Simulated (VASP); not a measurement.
# Al (Im-3m) in VASP: notebook

The runs below take Al through single point, relaxation of cell and atoms, with LDA.

Program: VASP 6.6.1. These are calculated values, not measurements. Logs are shortened: lines on timing, memory, paths and dates and some standing lists are left out, and cuts for length are marked.

### Step 1. The cell of the first run

Symmetry: Im-3m, No. 229, cubic system. Conventional cell: a = 3.189 Å, b = 3.189 Å, c = 3.189 Å, α = 90.00°, β = 90.00°, γ = 90.00°. Within 3.6 Å of Al (site symmetry m-3m) lie 14 Al at 2.76 to 3.19 Å.

### Step 2. Single point, LDA

File INCAR:

```
SYSTEM = Al
PREC = Accurate
ENCUT = 520
EDIFF = 1E-6
ISMEAR = -1
SIGMA = 0.1
LREAL = .False.
LASPH = .True.
NELM = 100
ALGO = Normal
ISIF = 2
LWAVE = .False.
LCHARG = .False.
GGA = CA
NBANDS = 8
```

File KPOINTS:

```
regular mesh
0
Gamma
  11 11 11
  0 0 0
```

File POSCAR:

```
Al
1.0
   -1.5945318829      1.5945318829      1.5945318829
    1.5945318829     -1.5945318829      1.5945318829
    1.5945318829      1.5945318829     -1.5945318829
Al
1
Direct
    0.0000000000      0.0000000000      0.0000000000
```

Potentials or basis: VASP PAW LDA potentials, release 64 (Al).

Started as:

```
$ cat potpaw_LDA.64/Al/POTCAR > POTCAR
$ mpirun -np 1 vasp_std > vasp.out
```

OUTCAR:

```text
SYSTEM = Al
   PREC = Accurate
   ENCUT = 520
   EDIFF = 1E-6
   ISMEAR = -1
   LREAL = .False.
   LASPH = .True.
   NELM = 100
   ISIF = 2
   GGA = CA

 ion  position               nearest neighbor table
   1  0.000  0.000  0.000-

  LATTYP: Found a body centered cubic cell.
 ALAT       =     3.1890637658

  Lattice vectors:

 A1 = (  -1.5945318829,   1.5945318829,   1.5945318829)
 A2 = (   1.5945318829,  -1.5945318829,   1.5945318829)
 A3 = (   1.5945318829,   1.5945318829,  -1.5945318829)

Analysis of symmetry for initial positions (statically):
=====================================================================
 Subroutine PRICEL returns:
 Original cell was already a primitive cell.

 Routine SETGRP: Setting up the symmetry group for a
 body centered cubic supercell.

 Subroutine GETGRP returns: Found 48 space group operations
 (whereof 48 operations were pure point group operations)
 out of a pool of 48 trial point group operations.

The static configuration has the point symmetry O_h .

Analysis of symmetry for dynamics (positions and initial velocities):
=====================================================================
 Subroutine PRICEL returns:
 Original cell was already a primitive cell.

 Routine SETGRP: Setting up the symmetry group for a
 body centered cubic supercell.

 Subroutine GETGRP returns: Found 48 space group operations
 (whereof 48 operations were pure point group operations)
 out of a pool of 48 trial point group operations.

The dynamic configuration has the point symmetry O_h .

 Subroutine INISYM returns: Found 48 space group operations
 (whereof 48 operations are pure point group operations),
 and found     1 'primitive' translations

----------------------------------------------------------------------------------------

                                     Primitive cell

  volume of cell :      16.2166

  direct lattice vectors                    reciprocal lattice vectors
    -1.594531883  1.594531883  1.594531883     0.000000000  0.313571654  0.313571654
     1.594531883 -1.594531883  1.594531883     0.313571654  0.000000000  0.313571654
     1.594531883  1.594531883 -1.594531883     0.313571654  0.313571654  0.000000000

  length of vectors
     2.761810235  2.761810235  2.761810235     0.443457286  0.443457286  0.443457286

  position of ions in fractional coordinates (direct lattice)
     0.000000000  0.000000000  0.000000000

  ion indices of the primitive-cell ions
   primitive index   ion index
                 1           1

----------------------------------------------------------------------------------------

 KPOINTS: regular mesh

Automatic generation of k-mesh.
 Grid dimensions read from file:
 generate k-points for:   11   11   11

 Generating k-lattice:

  Cartesian coordinates                     Fractional coordinates (reciprocal lattice)
     0.000000000  0.028506514  0.028506514     0.090909091  0.000000000  0.000000000
     0.028506514  0.000000000  0.028506514     0.000000000  0.090909091  0.000000000
     0.028506514  0.028506514  0.000000000     0.000000000  0.000000000  0.090909091

  Length of vectors
     0.040314299  0.040314299  0.040314299

  Shift w.r.t. Gamma in fractional coordinates (k-lattice)
     0.000000000  0.000000000  0.000000000

 Subroutine IBZKPT returns following result:
 ===========================================

 Found     56 irreducible k-points:

 Following reciprocal coordinates:
            Coordinates               Weight
  0.000000  0.000000  0.000000      1.000000
  0.090909  0.000000  0.000000     12.000000
  0.181818  0.000000  0.000000     12.000000
  0.272727  0.000000  0.000000     12.000000
  0.363636  0.000000  0.000000     12.000000
  0.454545  0.000000  0.000000     12.000000
[... 16 lines left out ...]
  0.272727  0.181818  0.090909     48.000000
  0.363636  0.181818  0.090909     24.000000
 [... further k-points ...]
   k-points           NKPTS =     56   k-points in BZ     NKDIM =     56   number of bands    NBANDS=      8
   number of dos      NEDOS =    301   number of ions     NIONS =      1
   total plane-waves  NPLWV =  13824
   dimension x,y,z NGX =    24 NGY =   24 NGZ =   24
   dimension x,y,z NGXF=    48 NGYF=   48 NGZF=   48
   ions per type =               1
   NGX,Y,Z   is equivalent  to a cutoff of  14.45, 14.45, 14.45 a.u.
   NGXF,Y,Z  is equivalent  to a cutoff of  28.89, 28.89, 28.89 a.u.
 SYSTEM =  Al
   PREC   = accura    normal or accurate (medium, high low for compatibility)
   ISTART =      0    job   : 0-new  1-cont  2-samecut
   ICHARG =      2    charge: 1-file 2-atom 10-const
   ISPIN  =      1    spin polarized calculation?
   LNONCOLLINEAR =      F non collinear calculations
   LSORBIT =      F    spin-orbit coupling
   LASPH  =      T    aspherical Exc in radial PAW
   ENCUT  =  520.0 eV  38.22 Ry    6.18 a.u.   5.14  5.14  5.14*2*pi/ulx,y,z
   NELM   =    100;   NELMIN=  2; NELMDL= -5     # of ELM steps
   EDIFF  = 0.1E-05   stopping-criterion for ELM
   LREAL  =      F    real-space projection
   EDIFFG = 0.1E-04   stopping-criterion for IOM
   NSW    =      0    number of steps for IOM
   IBRION =     -1    ionic relax: 0-MD 1-quasi-New 2-CG
   NFREE  =      0    steps in history (QN), initial steepest desc. (CG)
   ISIF   =      2    stress and relaxation
   ISYM   =      2    0-nonsym 1-usesym 2-fastsym
   POTIM  = 0.5000    time-step for ionic-motion
   TEBEG  =    0.0;   TEEND  =   0.0 temperature during run
   PSTRESS=    0.0 pullay stress
   NELECT =       3.0000    total number of electrons
   NUPDOWN=      -1.0000    fix difference up-down
   EMIN   =  10.00;   EMAX   =-10.00  energy-range for DOS
   EFERMI =   0.00;   METHOD = LEGACY
   ISMEAR =    -1;   SIGMA  =   0.10  broadening in eV -4-tet -1-fermi 0-gaus
   EFERMI_NEDOS =   21; number of points for ismear=-14 and -15
   IALGO  =     38    algorithm
   IMIX   =      4    mixing-type and parameters
     AMIX     =   0.40;   BMIX     =  1.00
     AMIX_MAG =   1.60;   BMIX_MAG =  1.00
  volume/ion in A,a.u.               =      16.22       109.43
  Fermi-wavevector in a.u.,A,eV,Ry     =   0.932815  1.762764 11.839018  0.870143
  Thomas-Fermi vector in A             =   2.059452
   LORBIT       =      0    0 simple, 1 ext, 2 COOP (PROOUT), +10 PAW based schemes
   GGA     = CA    functional components
   LHFCALC =     F    Hartree Fock is set to
   AEXX    =    0.0000 exact exchange contribution
   IVDW    =     0    specifies the selected vdW correction
   LEPSILON=     F    determine dielectric tensor
   LRPA    =     F    only Hartree local field effects (RPA)
 non-spin polarized calculation
  energy-cutoff  :      520.00
  volume of cell :       16.22
 maximum number of plane-waves:       447
 NGX is ok and might be reduce to    24
   NGX = 11   NGY = 11   NGZ = 11

 number of electron       3.0000000 magnetization

 Free energy of the ion-electron system (eV)
  ---------------------------------------------------
  ext. energy  EPLUGINS =         0.00000000
  ---------------------------------------------------
  free energy    TOTEN  =        -4.09953494 eV

  energy without entropy =       -4.08465736  energy(sigma->0) =       -4.09209615

 E-fermi :   7.9714     XC(G=0): -10.4116

 val. band max:        7.9686043429   @ k =   0.3636   0.2727  -0.0000
 cond. band min:       7.9978186291   @ k =  -0.3636  -0.4545   0.1818
 fundamental gap:      0.0292142862
 Fermi energy:         7.9714281783

 k-point     1 :       0.0000    0.0000    0.0000
  band No.  band energies     occupation
      1      -3.2427      2.00000
      2      21.2711      0.00000
      3      21.2711      0.00000
      4      21.2711      0.00000
      5      22.6533      0.00000
      6      22.6533      0.00000
      7      22.6533      0.00000
      8      24.3914      0.00000

 k-point     2 :       0.0909    0.0000    0.0000
  band No.  band energies     occupation
      1      -3.0027      2.00000
      2      18.7940      0.00000
      3      19.9200      0.00000
      4      20.4206      0.00000
      5      21.8280      0.00000
      6      22.9644      0.00000
      7      23.6450      0.00000
      8      24.4050      0.00000

 k-point     3 :       0.1818    0.0000    0.0000
  band No.  band energies     occupation
      1      -2.2854      2.00000
      2      15.0487      0.00000
      3      18.4378      0.00000
      4      18.9570      0.00000
      5      20.4497      0.00000
      6      21.7038      0.00000
      7      24.7684      0.00000
      8      24.9908      0.00000

 k-point     4 :       0.2727    0.0000    0.0000
  band No.  band energies     occupation
      1      -1.0980      2.00000
      2      11.4148      0.00000
      3      17.3127      0.00000
      4      17.6866      0.00000
      5      19.2831      0.00000
      6      20.6693      0.00000
      7      25.8925      0.00000
      8      26.1334      0.00000

 k-point     5 :       0.3636    0.0000    0.0000
  band No.  band energies     occupation
      1       0.5474      2.00000
      2       8.1060      0.41320
      3      16.5636      0.00000
      4      16.7999      0.00000
      5      18.4791      0.00000
      6      19.9126      0.00000
      7      27.1188      0.00000
      8      27.8079      0.00000
[... 177 lines left out ...]
 k-point    22 :       0.1818    0.1818    0.0909
  band No.  band energies     occupation
      1       0.7808      2.00000
      2      10.4680      0.00000
      3      11.0421      0.00000
      4      13.3034      0.00000
      5      24.8332      0.00000
      6      24.8791      0.00000
      7      27.0748      0.00000
      8      27.2878      0.00000

 k-point    23 :       0.2727    0.1818    0.0909
  band No.  band energies     occupation
      1       2.6321      2.00000
      2       7.6331      1.93434
      3      10.1400      0.00000
      4      12.6538      0.00000
      5      24.4926      0.00000
      6      25.7729      0.00000
      7      27.6567      0.00000
      8      29.4088      0.00000

 k-point    24 :       0.3636    0.1818    0.0909
  band No.  band energies     occupation
      1       4.6862      2.00000
      2       5.1778      2.00000
      3       9.9075      0.00000
      4      12.4373      0.00000
      5      24.3345      0.00000
      6      25.9922      0.00000
      7      28.4044      0.00000
      8      29.7332      0.00000

 [... further k-points ...]
[... 5 lines left out ...]
  --------------------------------------------------------------------------------------
  -------------------------------------------------------------------------------------
  Total        0.0050419      0.0050419      0.0050419     -0.0000000      0.0000000     -0.0000000
  in kB        0.4981291      0.4981291      0.4981291     -0.0000000      0.0000000     -0.0000000
  external PRESSURE =       0.4981291 kB  Pullay stress =       0.0000000 kB

 VOLUME and BASIS-vectors are now :
 -----------------------------------------------------------------------------
  energy-cutoff  :      520.00
  volume of cell :       16.22
      direct lattice vectors                 reciprocal lattice vectors
    -1.594531883  1.594531883  1.594531883     0.000000000  0.313571654  0.313571654
     1.594531883 -1.594531883  1.594531883     0.313571654  0.000000000  0.313571654
     1.594531883  1.594531883 -1.594531883     0.313571654  0.313571654  0.000000000

 POSITION                                       TOTAL-FORCE (eV/Angst)
 -----------------------------------------------------------------------------------
      0.00000      0.00000      0.00000         0.000000     -0.000000     -0.000000
 -----------------------------------------------------------------------------------
    total drift:                                0.000000      0.000000      0.000000

  FREE ENERGIE OF THE ION-ELECTRON SYSTEM (eV)
  ---------------------------------------------------
  free  energy   TOTEN  =        -4.0995349367 eV

  energy  without entropy=       -4.0846573634  energy(sigma->0) =       -4.09209615
```

Run time: 3.4 s. Hardware: 1 thread of Intel Xeon Platinum 8259CL at 2.50GHz (Skylake/Cascade Lake), shared host; peak memory 0.12 GiB.

Results:

* Free energy: -4.0995 eV
* Pressure: 0.0 GPa

### Step 3. Relaxation of cell and atoms, LDA

File INCAR:

```
PREC = Accurate
ENCUT = 600
EDIFF = 1E-7
ISMEAR = -1
SIGMA = 0.1
LREAL = F
LASPH = T
NELM = 80
ALGO = Normal
ISIF = 3
LWAVE = F
LCHARG = F
IBRION = 2
NSW = 60
EDIFFG = -0.03
```

File KPOINTS:

```
regular mesh
0
Gamma
  11 11 11
```

POSCAR is that of step 2.

Potentials or basis: VASP PAW LDA potentials, release 64 (Al).

Started as:

```
$ cat potpaw_LDA.64/Al/POTCAR > POTCAR
$ mpirun -np 1 vasp_std > vasp.out
```

Run time: 2.3 s. Hardware: 1 thread of Intel Xeon Platinum 8259CL at 2.50GHz (Skylake/Cascade Lake), shared host; peak memory 0.12 GiB.

Results (log left out):

```yaml
Free_energy: -4.0996 eV
Pressure_after_relaxing: 0.1 GPa
```

Final structure:
```
Al
1.0
    -1.59453    1.59453    1.59453
     1.59453   -1.59453    1.59453
     1.59453    1.59453   -1.59453
Al
1
Direct
  0.00000 0.00000 0.00000
```

Levels at points of the mesh, in eV from the Fermi level:
```tsv
k point	band 1	band 2	band 3	band 4	band 5
(0.00, 0.00, 0.00)	-11.21	13.30	13.30	13.30	14.68
```

Caveat: the relaxation stopped at its first step, so nothing moved.
